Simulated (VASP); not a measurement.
# V (Im-3m) in VASP: further runs, part 2 of 2

VASP 6.6.1.

## 3. Single point, HSE06

File POSCAR:

```
V
1.0
   -1.4999668139      1.4999668139      1.4999668139
    1.4999668139     -1.4999668139      1.4999668139
    1.4999668139      1.4999668139     -1.4999668139
V
1
Direct
    0.0000000000      0.0000000000      0.0000000000
```

File INCAR.step1:

```
SYSTEM = V
ALGO = Normal
EDIFF = 1E-5
ENCUT = 520
GGA = PE
ISIF = 2
ISMEAR = -1
LASPH = .True.
LREAL = .False.
LWAVE = .True.
NBANDS = 12
NELM = 60
PREC = Accurate
SIGMA = 0.1
```

File INCAR.step2:

```
SYSTEM = V
ALGO = Normal
EDIFF = 1E-6
ENCUT = 520
GGA = PE
HFSCREEN = 0.2079
ISIF = 2
ISMEAR = -1
ISTART = 1
LASPH = .True.
LCHARG = .True.
LELF = .True.
LHFCALC = .True.
LREAL = .False.
LVHAR = .True.
LWAVE = .False.
NBANDS = 12
NELM = 60
PREC = Accurate
PRECFOCK = Normal
SIGMA = 0.1
```

File KPOINTS:

```
k-points
0
Gamma
  6 6 6
  0 0 0
```

Potentials or basis: VASP PAW PBE potentials, release 64 (V_sv).

Command:

```bash
cat potpaw_PBE.64/V_sv/POTCAR > POTCAR
cp INCAR.step1 INCAR
mpirun -np 1 vasp_std > vasp.out
cp INCAR.step2 INCAR
mpirun -np 1 vasp_std > vasp.out
```

OUTCAR:

```text
SYSTEM = V
   EDIFF = 1E-6
   ENCUT = 520
   GGA = PE
   HFSCREEN = 0.2079
   ISIF = 2
   ISMEAR = -1
   ISTART = 1
   LASPH = .True.
   LHFCALC = .True.
   LREAL = .False.
   NELM = 60
   PREC = Accurate
   PRECFOCK = Normal

 ion  position               nearest neighbor table
   1  0.000  0.000  0.000-

  LATTYP: Found a body centered cubic cell.
 ALAT       =     2.9999336278

  Lattice vectors:

 A1 = (  -1.4999668139,   1.4999668139,   1.4999668139)
 A2 = (   1.4999668139,  -1.4999668139,   1.4999668139)
 A3 = (   1.4999668139,   1.4999668139,  -1.4999668139)

Analysis of symmetry for initial positions (statically):
=====================================================================
 Subroutine PRICEL returns:
 Original cell was already a primitive cell.

 Routine SETGRP: Setting up the symmetry group for a
 body centered cubic supercell.

 Subroutine GETGRP returns: Found 48 space group operations
 (whereof 48 operations were pure point group operations)
 out of a pool of 48 trial point group operations.

The static configuration has the point symmetry O_h .

Analysis of symmetry for dynamics (positions and initial velocities):
=====================================================================
 Subroutine PRICEL returns:
 Original cell was already a primitive cell.

 Routine SETGRP: Setting up the symmetry group for a
 body centered cubic supercell.

 Subroutine GETGRP returns: Found 48 space group operations
 (whereof 48 operations were pure point group operations)
 out of a pool of 48 trial point group operations.

The dynamic configuration has the point symmetry O_h .

 Subroutine INISYM returns: Found 48 space group operations
 (whereof 48 operations are pure point group operations),
 and found     1 'primitive' translations

----------------------------------------------------------------------------------------

                                     Primitive cell

  volume of cell :      13.4991

  direct lattice vectors                    reciprocal lattice vectors
    -1.499966814  1.499966814  1.499966814     0.000000000  0.333340708  0.333340708
     1.499966814 -1.499966814  1.499966814     0.333340708  0.000000000  0.333340708
     1.499966814  1.499966814 -1.499966814     0.333340708  0.333340708  0.000000000

  length of vectors
     2.598018731  2.598018731  2.598018731     0.471414950  0.471414950  0.471414950

  position of ions in fractional coordinates (direct lattice)
     0.000000000  0.000000000  0.000000000

  ion indices of the primitive-cell ions
   primitive index   ion index
                 1           1

----------------------------------------------------------------------------------------

 KPOINTS: k-points

Automatic generation of k-mesh.
 Grid dimensions read from file:
 generate k-points for:    6    6    6

 Generating k-lattice:
[... 24 lines left out ...]
  0.333333  0.166667  0.000000     48.000000
[... 8 lines left out ...]
  0.500000  0.500000  0.333333     12.000000
  0.500000  0.500000  0.500000      1.000000
   k-points           NKPTS =     16   k-points in BZ     NKDIM =    216   number of bands    NBANDS=     12
   number of dos      NEDOS =    301   number of ions     NIONS =      1
   total plane-waves  NPLWV =   8000
   dimension x,y,z NGX =    20 NGY =   20 NGZ =   20
   dimension x,y,z NGXF=    40 NGYF=   40 NGZF=   40
   ions per type =               1
   NGX,Y,Z   is equivalent  to a cutoff of  12.80, 12.80, 12.80 a.u.
   NGXF,Y,Z  is equivalent  to a cutoff of  25.60, 25.60, 25.60 a.u.
 SYSTEM =  V
   PREC   = accura    normal or accurate (medium, high low for compatibility)
   ISTART =      1    job   : 0-new  1-cont  2-samecut
   ICHARG =      0    charge: 1-file 2-atom 10-const
   ISPIN  =      1    spin polarized calculation?
   LNONCOLLINEAR =      F non collinear calculations
   LSORBIT =      F    spin-orbit coupling
   LASPH  =      T    aspherical Exc in radial PAW
   ENCUT  =  520.0 eV  38.22 Ry    6.18 a.u.   4.83  4.83  4.83*2*pi/ulx,y,z
   NELM   =     60;   NELMIN=  2; NELMDL=  0     # of ELM steps
   EDIFF  = 0.1E-05   stopping-criterion for ELM
   LREAL  =      F    real-space projection
   EDIFFG = 0.1E-04   stopping-criterion for IOM
   NSW    =      0    number of steps for IOM
   IBRION =     -1    ionic relax: 0-MD 1-quasi-New 2-CG
   NFREE  =      0    steps in history (QN), initial steepest desc. (CG)
   ISIF   =      2    stress and relaxation
   ISYM   =      3    0-nonsym 1-usesym 2-fastsym
   POTIM  = 0.5000    time-step for ionic-motion
   TEBEG  =    0.0;   TEEND  =   0.0 temperature during run
   PSTRESS=    0.0 pullay stress
   NELECT =      13.0000    total number of electrons
   NUPDOWN=      -1.0000    fix difference up-down
   EMIN   =  10.00;   EMAX   =-10.00  energy-range for DOS
   EFERMI =   0.00;   METHOD = LEGACY
   ISMEAR =    -1;   SIGMA  =   0.10  broadening in eV -4-tet -1-fermi 0-gaus
   EFERMI_NEDOS =   21; number of points for ismear=-14 and -15
   IALGO  =     38    algorithm
   IMIX   =      1    mixing-type and parameters
     AMIX     =   0.40;   BMIX     =  1.00
     AMIX_MAG =   1.60;   BMIX_MAG =  1.00
  volume/ion in A,a.u.               =      13.50        91.10
  Fermi-wavevector in a.u.,A,eV,Ry     =   1.616668  3.055060 35.560417  2.613617
  Thomas-Fermi vector in A             =   2.711218
   LORBIT       =      0    0 simple, 1 ext, 2 COOP (PROOUT), +10 PAW based schemes
   GGA     = PE    functional components
   LHFCALC =     T    Hartree Fock is set to
   PRECFOCK=normal    Normal, Fast or Accurate (Low or Medium for compatibility)
   ENCUT4O =  -1.0   cutoff for four orbital integrals eV
   NKREDX  =     1    reduce k-point grid by
   NKREDY  =     1    reduce k-point grid by
   NKREDZ  =     1    reduce k-point grid by
   AEXX    =    0.2500 exact exchange contribution
   HFSCREEN=    0.2079 screening length (either q_TF or 0.3 A-1)
   HFSCREENC=   0.2079 screening length for correlation (either q_TF or 0.3 A-1)
   ENCUTFOCK=  -1.0 apply spherical cutoff to Coloumb kernel
   IVDW    =     0    specifies the selected vdW correction
   LEPSILON=     F    determine dielectric tensor
   LRPA    =     F    only Hartree local field effects (RPA)
 non-spin polarized calculation
  energy-cutoff  :      520.00
  volume of cell :       13.50
 maximum number of plane-waves:       370
  NGX = 16; NGY = 16; NGZ = 16

 number of electron      12.9999990 magnetization

 Free energy of the ion-electron system (eV)
  ---------------------------------------------------
  ext. energy  EPLUGINS =         0.00000000
  ---------------------------------------------------
  free energy    TOTEN  =       -10.82786702 eV

  energy without entropy =      -10.77215770  energy(sigma->0) =      -10.80001236

 E-fermi :   9.4703     XC(G=0): -10.5429

 val. band max:        9.2307132429   @ k =   0.3333   0.1667   0.0000
 cond. band min:       9.5042909050   @ k =  -0.3333   0.5000   0.1667
 fundamental gap:      0.2735776621
 Fermi energy:         9.4702912614

 k-point     1 :       0.0000    0.0000    0.0000
  band No.  band energies     occupation
      1     -59.3990      2.00000
      2     -30.9825      2.00000
      3     -30.9825      2.00000
      4     -30.9825      2.00000
      5       1.7871      2.00000
      6      10.3272      0.00038
      7      10.3272      0.00038
      8      10.3272      0.00038
      9      12.8771      0.00000
     10      12.8771      0.00000
     11      31.1629      0.00000
     12      31.1629      0.00000
[... 211 lines left out ...]
 k-point    16 :       0.5000    0.5000    0.5000
  band No.  band energies     occupation
      1     -59.0458      2.00000
      2     -31.6279      2.00000
      3     -31.6279      2.00000
      4     -31.6279      2.00000
      5       5.9855      2.00000
      6       5.9855      2.00000
      7      14.0072      0.00000
      8      14.0072      0.00000
      9      14.0072      0.00000
     10      20.5220      0.00000
     11      20.5220      0.00000
     12      20.5220      0.00000

------------------------ aborting loop because EDIFF is reached ----------------------------------------

  FORCE on cell =-STRESS in cart. coord.  units (eV):
  Direction    XX          YY          ZZ          XY          YZ          ZX
  --------------------------------------------------------------------------------------
  -------------------------------------------------------------------------------------
  Total       -0.3054460     -0.3054460     -0.3054460     -0.0000000      0.0000000     -0.0000000
  in kB      -36.2526785    -36.2526785    -36.2526785     -0.0000000      0.0000000     -0.0000000
  external PRESSURE =     -36.2526785 kB  Pullay stress =       0.0000000 kB

 VOLUME and BASIS-vectors are now :
 -----------------------------------------------------------------------------
  energy-cutoff  :      520.00
  volume of cell :       13.50
      direct lattice vectors                 reciprocal lattice vectors
    -1.499966814  1.499966814  1.499966814     0.000000000  0.333340708  0.333340708
     1.499966814 -1.499966814  1.499966814     0.333340708  0.000000000  0.333340708
     1.499966814  1.499966814 -1.499966814     0.333340708  0.333340708  0.000000000

 POSITION                                       TOTAL-FORCE (eV/Angst)
 -----------------------------------------------------------------------------------
      0.00000      0.00000      0.00000         0.000000     -0.000000      0.000000
 -----------------------------------------------------------------------------------
    total drift:                               -0.000000      0.000000      0.000000

  FREE ENERGIE OF THE ION-ELECTRON SYSTEM (eV)
  ---------------------------------------------------
  free  energy   TOTEN  =       -10.8278670249 eV

  energy  without entropy=      -10.7721577020  energy(sigma->0) =      -10.80001236
```

OSZICAR.step1:

```text
N       E                     dE             d eps       ncg     rms          rms(c)
DAV:   1     0.935261856158E+02    0.93526E+02   -0.72447E+03   392   0.120E+03
DAV:   2    -0.889260880252E+01   -0.10242E+03   -0.99133E+02   404   0.332E+02
DAV:   3    -0.104005876978E+02   -0.15080E+01   -0.15039E+01   424   0.468E+01
DAV:   4    -0.104079287465E+02   -0.73410E-02   -0.73409E-02   420   0.352E+00
DAV:   5    -0.104080192576E+02   -0.90511E-04   -0.90511E-04   416   0.366E-01    0.182E+01
DAV:   6    -0.900551523257E+01    0.14025E+01   -0.30397E+00   392   0.294E+01    0.158E+00
DAV:   7    -0.898635170549E+01    0.19164E-01   -0.28778E-02   400   0.200E+00    0.904E-01
DAV:   8    -0.897797882752E+01    0.83729E-02   -0.59886E-03   408   0.118E+00    0.139E-01
DAV:   9    -0.897806421581E+01   -0.85388E-04   -0.99739E-05   408   0.145E-01    0.416E-02
DAV:  10    -0.897806661919E+01   -0.24034E-05   -0.11935E-05   384   0.407E-02
   1 F= -.89780666E+01 E0= -.89359283E+01  d E =-.842766E-01
```

It took 18 min on 1 thread of AMD EPYC 7R13, shared host; peak memory 0.2 GiB.

Results:

* Free energy: -10.8279 eV
* Pressure: -3.6 GPa
* Band gap on the k mesh: zero (an odd number of electrons rules out a gap without spin polarisation)

Caveat: the k points lie up to 0.49 Å⁻¹ apart, too coarse for converged energies and pressures of a metal; the PAW data sets were made with another functional, which shifts forces and pressure a little.

The gap in the log of VASP goes by the Fermi energy; the results here count the filled bands.